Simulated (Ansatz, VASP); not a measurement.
# One calculation of Pt, two programs

```
CELL_PARAMETERS angstrom
-1.57071 1.57071 1.57071
1.57071 -1.57071 1.57071
1.57071 1.57071 -1.57071
ATOMIC_POSITIONS crystal
Pt 0.00000 0.00000 0.00000
```

Change from the starting cell: volume scaled by 0.98.

Alike in both runs: task single point; functional PBE; k mesh 15 × 15 × 15; occupations fermi-dirac, width 0.05 eV; no spin polarisation.

```csv
,VASP,Ansatz
version,VASP 6.6.1,Ansatz 0.2.0
potentials or method,"VASP PAW PBE potentials, release 64 (Pt), cutoff 520 eV","all-electron LAPW, scalar-relativistic"
```

|  | VASP | Ansatz | Ansatz less VASP |
| --- | --- | --- | --- |
| pressure (GPa) | 4.6 | 5.0 | +0.44 |

Ansatz ran all-electron here, and VASP with PAW potentials.

Neither program's run includes spin-orbit coupling.
